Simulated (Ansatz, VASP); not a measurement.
# One calculation of BaTiO3, two programs

Contents of INCAR:

```
PREC = Accurate ; ENCUT = 520
EDIFF = 1E-6 ; ISMEAR = -1
SIGMA = 0.08 ; LREAL = F
LASPH = T ; NELM = 80
ALGO = Normal ; ISIF = 2
LWAVE = F ; LCHARG = F
GGA = PE ; NBANDS = 28
```

The input KPOINTS:

```
Automatic mesh
0
Gamma
  7 7 7
```

POSCAR

```
BaTiO3
1.0
    3.9998000000      0.0599970000      0.0599970000
    0.0599970000      3.9998000000      0.0599970000
    0.0602700000      0.0602700000      4.0180000000
Ba Ti O
1 1 3
Direct
    0.0000000000      0.0000000000      0.0000000000
    0.5000000000      0.5000000000      0.4820000000
    0.5000000000      0.5000000000      0.0160000000
    0.5000000000      0.0000000000      0.5150000000
    0.0000000000      0.5000000000      0.5150000000
```

Input for Ansatz:

```yaml
crystal:
  lattice:
    - [3.9998, 0.059997, 0.059997]
    - [0.059997, 3.9998, 0.059997]
    - [0.06027, 0.06027, 4.018]
  atoms:
    - { symbol: Ba, position: [0.0, 0.0, 0.0] }
    - { symbol: Ti, position: [0.5, 0.5, 0.482] }
    - { symbol: O, position: [0.5, 0.5, 0.016] }
    - { symbol: O, position: [0.5, 0.0, 0.515] }
    - { symbol: O, position: [0.0, 0.5, 0.515] }
kpoints:
  mp_grid: { grid: [7, 7, 7] }
  band_path:
    path:
      - [0.0, 0.0, 0.0]
      - [0.4857550193, -0.4857550193, 0.0]
      - [-0.4857550193, -0.5142449807, 0.0]
      - [-0.5, -0.5, 0.0]
      - [0.0, 0.0, 0.0]
      - [-0.5, -0.5, -0.5]
      - [-0.4715745629, -0.5284254371, -0.5]
      - [0.4715745629, -0.4715745629, -0.5]
      - [0.0, 0.0, -0.5]
    npoints: 5
scf:
  occupations: { method: fermi_dirac, width: 0.08 }
hamiltonian:
  xc: pbe
  pseudopotentials: { kind: all_electron, lapw: { basis_error: 0.001 } }
output:
  forces: true
  stress: true
  eigenvalues: true
```

Change from the starting cell: equal xy, yz and zx shear strains of +3 %.

Alike in both runs: task single point; functional PBE; k mesh 7 × 7 × 7; occupations fermi-dirac, width 0.08 eV; no spin polarisation.

```csv
,VASP,Ansatz
version,VASP 6.6.1,Ansatz 0.2.0
potentials or method,"VASP PAW PBE potentials, release 64 (Ba_sv, Ti_sv, O), cutoff 520 eV","all-electron LAPW, scalar-relativistic"
```

Ansatz gave:

| Quantity | Value |
| --- | --- |
| pressure (GPa) | 2.9 |
| traceless stress, the component that is largest in VASP (GPa) | -3.62 |
| rms of the force components (eV/Å) | 0.115 |

**Question.** Estimate VASP's values.

**Answer.** Pressure (GPa): 4.7; traceless stress, the component that is largest in VASP (GPa): -3.73; rms of the force components (eV/Å): 0.107.

Atom by atom the forces differ by 0.019 eV/Å (rms over components). Ansatz ran all-electron here, and VASP with PAW potentials.

Spin-orbit coupling is off throughout.
